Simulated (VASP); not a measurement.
# InP (I-4m2) in VASP: a series of runs

The runs below take InP through single point, with PBEsol.

Everything below comes from runs of VASP 6.6.1. Logs are shortened: lines on timing, memory, paths and dates and some standing lists are left out, and cuts for length are marked.

## 1. The cell of the first run

Symmetry: I-4m2, No. 119, tetragonal system. The conventional cell has a = 4.611 Å, b = 4.611 Å, c = 5.861 Å, α = 90.00°, β = 90.00°, γ = 90.00°. Within 3.6 Å of In (site symmetry -4m2) lie 4 P at 2.73 Å. P (site symmetry -4m2) has 4 In at 2.73 Å within 3.6 Å.

## 2. Single point, PBEsol (strain +0.1125 x Voigt [1, 1, 0, 0, 0, 0])

File INCAR:

```
SYSTEM = InP
  PREC = Accurate
  ENCUT = 520
  EDIFF = 1E-6
  ISMEAR = 0
  SIGMA = 0.05
  LREAL = .FALSE.
  LASPH = .TRUE.
  NELM = 60
  ALGO = Normal
  ISIF = 2
  LWAVE = .FALSE.
  LCHARG = .TRUE.
  GGA = PS
  LELF = .TRUE.
  LVHAR = .TRUE.
  NBANDS = 16
```

File KPOINTS:

```
regular mesh
0
G
  8 8 8
  0 0 0
```

File POSCAR:

```
InP
1.0
    0.0000000000      3.2601812500      2.9305000000
    3.2601812500      0.0000000000      2.9305000000
    3.2601812500      3.2601812500      0.0000000000
In P
1 1
Direct
    0.0000000000      0.0000000000      0.0000000000
    0.7500000000      0.7500000000      0.7500000000
```

Potentials or basis: VASP PAW PBE potentials, release 64 (In_d, P).

Command:

```sh
> cat potpaw_PBE.64/In_d/POTCAR potpaw_PBE.64/P/POTCAR > POTCAR
> mpirun -np 1 vasp_std > vasp.out
```

OUTCAR:

```text
SYSTEM = InP
   PREC = Accurate
   ENCUT = 520
   EDIFF = 1E-6
   ISMEAR = 0
   LREAL = .FALSE.
   LASPH = .TRUE.
   NELM = 60
   ISIF = 2
   GGA = PS

 ion  position               nearest neighbor table
   1  0.000  0.000  0.000-   2 2.73   2 2.73   2 2.73   2 2.73
   2  0.750  0.750  0.750-   1 2.73   1 2.73   1 2.73   1 2.73

  LATTYP: Found a body centered tetragonal cell.
 ALAT       =     4.6105925395
 C/A-ratio  =     1.2712032021

  Lattice vectors:

 A1 = (   0.0000000000,  -3.2601812500,  -2.9305000000)
 A2 = (   0.0000000000,   3.2601812500,  -2.9305000000)
 A3 = (   3.2601812500,   0.0000000000,   2.9305000000)

Analysis of symmetry for initial positions (statically):
=====================================================================
 Subroutine PRICEL returns:
 Original cell was already a primitive cell.

 Routine SETGRP: Setting up the symmetry group for a
 body centered tetragonal supercell.

 Subroutine GETGRP returns: Found  8 space group operations
 (whereof  8 operations were pure point group operations)
 out of a pool of 16 trial point group operations.

The static configuration has the point symmetry D_2d.

Analysis of symmetry for dynamics (positions and initial velocities):
=====================================================================
 Subroutine PRICEL returns:
 Original cell was already a primitive cell.

 Routine SETGRP: Setting up the symmetry group for a
 body centered tetragonal supercell.

 Subroutine GETGRP returns: Found  8 space group operations
 (whereof  8 operations were pure point group operations)
 out of a pool of 16 trial point group operations.

The dynamic configuration has the point symmetry D_2d.

 Subroutine INISYM returns: Found  8 space group operations
 (whereof  8 operations are pure point group operations),
 and found     1 'primitive' translations

----------------------------------------------------------------------------------------

                                     Primitive cell

  volume of cell :      62.2953

  direct lattice vectors                    reciprocal lattice vectors
     0.000000000  3.260181250  2.930500000    -0.153365706  0.153365706  0.170619348
     3.260181250  0.000000000  2.930500000     0.153365706 -0.153365706  0.170619348
     3.260181250  3.260181250  0.000000000     0.153365706  0.153365706 -0.170619348

  length of vectors
     4.383675630  4.383675630  4.610592540     0.275958406  0.275958406  0.275958406
[... 75 lines left out ...]
   ISPIN  =      1    spin polarized calculation?
   LNONCOLLINEAR =      F non collinear calculations
   LSORBIT =      F    spin-orbit coupling
   LASPH  =      T    aspherical Exc in radial PAW
   ENCUT  =  520.0 eV  38.22 Ry    6.18 a.u.   8.15  8.15  8.57*2*pi/ulx,y,z
   NELM   =     60;   NELMIN=  2; NELMDL= -5     # of ELM steps
   EDIFF  = 0.1E-05   stopping-criterion for ELM
   LREAL  =      F    real-space projection
   EDIFFG = 0.1E-04   stopping-criterion for IOM
   NSW    =      0    number of steps for IOM
   IBRION =     -1    ionic relax: 0-MD 1-quasi-New 2-CG
   NFREE  =      0    steps in history (QN), initial steepest desc. (CG)
   ISIF   =      2    stress and relaxation
   ISYM   =      2    0-nonsym 1-usesym 2-fastsym
   POTIM  = 0.5000    time-step for ionic-motion
   TEBEG  =    0.0;   TEEND  =   0.0 temperature during run
   PSTRESS=    0.0 pullay stress
   NELECT =      18.0000    total number of electrons
   NUPDOWN=      -1.0000    fix difference up-down
   EMIN   =  10.00;   EMAX   =-10.00  energy-range for DOS
   EFERMI =   0.00;   METHOD = LEGACY
   ISMEAR =     0;   SIGMA  =   0.05  broadening in eV -4-tet -1-fermi 0-gaus
   EFERMI_NEDOS =   21; number of points for ismear=-14 and -15
   IALGO  =     38    algorithm
   IMIX   =      4    mixing-type and parameters
     AMIX     =   0.40;   BMIX     =  1.00
     AMIX_MAG =   1.60;   BMIX_MAG =  1.00
  volume/ion in A,a.u.               =      31.15       210.19
  Fermi-wavevector in a.u.,A,eV,Ry     =   1.082299  2.045249 15.937472  1.171371
  Thomas-Fermi vector in A             =   2.218337
   LORBIT       =      0    0 simple, 1 ext, 2 COOP (PROOUT), +10 PAW based schemes
   GGA     = PS    functional components
   LHFCALC =     F    Hartree Fock is set to
   AEXX    =    0.0000 exact exchange contribution
   IVDW    =     0    specifies the selected vdW correction
   LEPSILON=     F    determine dielectric tensor
   LRPA    =     F    only Hartree local field effects (RPA)
 non-spin polarized calculation
 Gauss-broadening in eV      SIGMA  =   0.05
  energy-cutoff  :      520.00
  volume of cell :       62.30
 maximum number of plane-waves:      1692
 NGX is ok and might be reduce to    36
   NGX = 17   NGY = 17   NGZ = 17

 number of electron      18.0000001 magnetization

 Free energy of the ion-electron system (eV)
  ---------------------------------------------------
  ext. energy  EPLUGINS =         0.00000000
  ---------------------------------------------------
  free energy    TOTEN  =        -8.73625258 eV

  energy without entropy =       -8.73625117  energy(sigma->0) =       -8.73625187

 E-fermi :   3.1576     XC(G=0):  -8.5818

 val. band max:        3.0314047734   @ k =   0.1250   0.0000   0.0000
 cond. band min:       3.2629607782   @ k =   0.0000   0.0000   0.0000
 fundamental gap:      0.2315560048
 Fermi energy:         3.1575670785

 k-point     1 :       0.0000    0.0000    0.0000
  band No.  band energies     occupation
      1     -10.8579      2.00000
      2     -10.8579      2.00000
      3     -10.8229      2.00000
      4     -10.7902      2.00000
      5     -10.7630      2.00000
      6      -7.2385      2.00000
[... 433 lines left out ...]
      3     -10.8156      2.00000
      4     -10.7880      2.00000
      5     -10.7575      2.00000
      6      -6.3966      2.00000
[... 8 lines left out ...]
     15      11.9871      0.00000
     16      12.9696      0.00000

 [... further k-points ...]
[... 5 lines left out ...]
  --------------------------------------------------------------------------------------
  -------------------------------------------------------------------------------------
  Total       -3.7758652     -3.7758652     -2.3049202      0.0000000     -0.0000000     -0.0000000
  in kB      -97.1117653    -97.1117653    -59.2804197      0.0000000     -0.0000000     -0.0000000
  external PRESSURE =     -84.5013168 kB  Pullay stress =       0.0000000 kB

 VOLUME and BASIS-vectors are now :
 -----------------------------------------------------------------------------
  energy-cutoff  :      520.00
  volume of cell :       62.30
      direct lattice vectors                 reciprocal lattice vectors
     0.000000000  3.260181250  2.930500000    -0.153365706  0.153365706  0.170619348
     3.260181250  0.000000000  2.930500000     0.153365706 -0.153365706  0.170619348
     3.260181250  3.260181250  0.000000000     0.153365706  0.153365706 -0.170619348

 POSITION                                       TOTAL-FORCE (eV/Angst)
 -----------------------------------------------------------------------------------
      0.00000      0.00000      0.00000         0.000000      0.000000     -0.000000
      4.89027      4.89027      4.39575        -0.000000     -0.000000      0.000000
 -----------------------------------------------------------------------------------
    total drift:                               -0.000000     -0.000000      0.000000

  FREE ENERGIE OF THE ION-ELECTRON SYSTEM (eV)
  ---------------------------------------------------
  free  energy   TOTEN  =        -8.7362525762 eV

  energy  without entropy=       -8.7362511712  energy(sigma->0) =       -8.73625187
```

OSZICAR:

```text
N       E                     dE             d eps       ncg     rms          rms(c)
DAV:   1     0.111186364508E+03    0.11119E+03   -0.82255E+03  1904   0.117E+03
DAV:   2    -0.920424536410E+00   -0.11211E+03   -0.10752E+03  2048   0.289E+02
DAV:   3    -0.883551071635E+01   -0.79151E+01   -0.78672E+01  2520   0.751E+01
DAV:   4    -0.905614499169E+01   -0.22063E+00   -0.22057E+00  2392   0.142E+01
DAV:   5    -0.906544381302E+01   -0.92988E-02   -0.92986E-02  2936   0.243E+00    0.386E+00
DAV:   6    -0.875542766510E+01    0.31002E+00   -0.55704E-01  3008   0.105E+01    0.223E+00
DAV:   7    -0.873808754291E+01    0.17340E-01   -0.85834E-02  2624   0.208E+00    0.901E-01
DAV:   8    -0.873582394115E+01    0.22636E-02   -0.79154E-03  2368   0.909E-01    0.144E-01
DAV:   9    -0.873616080842E+01   -0.33687E-03   -0.10009E-03  2528   0.329E-01    0.112E-01
DAV:  10    -0.873620993424E+01   -0.49126E-04   -0.93518E-05  2320   0.700E-02    0.566E-02
DAV:  11    -0.873625246227E+01   -0.42528E-04   -0.55516E-05  2352   0.496E-02    0.121E-02
DAV:  12    -0.873625257623E+01   -0.11397E-06   -0.30968E-06  2320   0.194E-02
   1 F= -.87362526E+01 E0= -.87362519E+01  d E =-.140500E-05
```

Run time: 52 s. Hardware: 1 thread of Intel Xeon 6975P-C (Granite Rapids), shared host; peak memory 0.23 GiB.

Results:

```yaml
Free_energy: -8.7363 eV
Pressure: -8.5 GPa
Band_gap_on_the_k_mesh: 0.23 eV, indirect (least direct gap 0.36 eV)
```

Caveat: the cell differs from its parent crystal (strain +0.1125 x Voigt [1, 1, 0, 0, 0, 0]); the PAW data sets were made with another functional, which shifts forces and pressure a little; spin-orbit coupling is left out, which moves the levels of the heavy elements.

## 3. Single point, PBEsol (strain +0.1312 x Voigt [1, 1, 0, 0, 0, 0])

File INCAR:

```
ALGO = Normal
EDIFF = 1E-6
ENCUT = 520
GGA = PS
ISIF = 2
ISMEAR = 0
LASPH = T
LCHARG = F
LREAL = F
LWAVE = F
NBANDS = 16
NELM = 60
PREC = Accurate
SIGMA = 0.05
```

File KPOINTS:

```
k-points
0
Gamma
  8 8 8
```

File POSCAR:

```
InP
1.0
    0.0000000000      3.3149816000      2.9305000000
    3.3149816000      0.0000000000      2.9305000000
    3.3149816000      3.3149816000      0.0000000000
In P
1 1
Direct
    0.0000000000      0.0000000000      0.0000000000
    0.7500000000      0.7500000000      0.7500000000
```

Potentials or basis: VASP PAW PBE potentials, release 64 (In_d, P).

Command:

```sh
> cat potpaw_PBE.64/In_d/POTCAR potpaw_PBE.64/P/POTCAR > POTCAR
> mpirun -np 1 vasp_std > vasp.out
```

OUTCAR:

```text
EDIFF = 1E-6
   ENCUT = 520
   GGA = PS
   ISIF = 2
   ISMEAR = 0
   LASPH = T
   LREAL = F
   NELM = 60
   PREC = Accurate

 ion  position               nearest neighbor table
   1  0.000  0.000  0.000-   2 2.76   2 2.76   2 2.76   2 2.76
   2  0.750  0.750  0.750-   1 2.76   1 2.76   1 2.76   1 2.76

  LATTYP: Found a body centered tetragonal cell.
 ALAT       =     4.6880919377
 C/A-ratio  =     1.2501887928

  Lattice vectors:

 A1 = (   0.0000000000,  -3.3149816000,  -2.9305000000)
[... 626 lines left out ...]
      3     -11.0770      2.00000
      4     -11.0586      2.00000
      5     -11.0237      2.00000
      6      -6.5632      2.00000
[... 8 lines left out ...]
     15      11.5781      0.00000
     16      12.6791      0.00000

 [... further k-points ...]
[... 5 lines left out ...]
  --------------------------------------------------------------------------------------
  -------------------------------------------------------------------------------------
  Total       -4.2062176     -4.2062176     -2.5144912      0.0000000      0.0000000      0.0000000
  in kB     -104.6329224   -104.6329224    -62.5499176      0.0000000      0.0000000      0.0000000
  external PRESSURE =     -90.6052542 kB  Pullay stress =       0.0000000 kB

 VOLUME and BASIS-vectors are now :
 -----------------------------------------------------------------------------
  energy-cutoff  :      520.00
  volume of cell :       64.41
      direct lattice vectors                 reciprocal lattice vectors
     0.000000000  3.314981600  2.930500000    -0.150830400  0.150830400  0.170619348
     3.314981600  0.000000000  2.930500000     0.150830400 -0.150830400  0.170619348
     3.314981600  3.314981600  0.000000000     0.150830400  0.150830400 -0.170619348

 POSITION                                       TOTAL-FORCE (eV/Angst)
 -----------------------------------------------------------------------------------
      0.00000      0.00000      0.00000         0.000000      0.000000      0.000000
      4.97247      4.97247      4.39575        -0.000000     -0.000000      0.000000
 -----------------------------------------------------------------------------------
    total drift:                                0.000000      0.000000      0.000000

  FREE ENERGIE OF THE ION-ELECTRON SYSTEM (eV)
  ---------------------------------------------------
  free  energy   TOTEN  =        -8.6036663005 eV

  energy  without entropy=       -8.6036653361  energy(sigma->0) =       -8.60366582
```

It took 52 s on 1 thread of Intel Xeon 6975P-C (Granite Rapids), shared host; peak memory 0.23 GiB.

Results:

| Property | Result |
| --- | --- |
| Free energy | -8.6037 eV |
| Pressure | -9.1 GPa |
| Band gap on the k mesh | 0.24 eV, indirect (least direct gap 0.39 eV) |

Levels at points of the mesh, in eV from the valence-band top:
```csv
k point,band 5,band 6,band 7,band 8,band 9,band 10,band 11,band 12,band 13,band 14
"(0.00, 0.00, 0.00)",-13.80,-10.12,-0.76,-0.15,-0.15,0.24,3.83,4.06,4.06,7.28
"(0.50, 0.00, 0.00)",-13.79,-9.06,-4.72,-0.97,-0.41,0.71,4.31,4.97,6.25,8.25
"(0.50, 0.50, 0.00)",-13.78,-8.51,-4.53,-1.98,-1.98,1.42,1.71,7.86,7.86,8.24
"(0.50, 0.00, 0.50)",-13.79,-8.74,-5.08,-1.45,-1.42,2.11,2.31,7.31,7.34,7.86
```

Caveat: the cell differs from its parent crystal (strain +0.1312 x Voigt [1, 1, 0, 0, 0, 0]); the PAW data sets were made with another functional, which shifts forces and pressure a little; spin-orbit coupling is left out, which moves the levels of the heavy elements. A k mesh can miss the band edges.

[end of part 1 of 2]
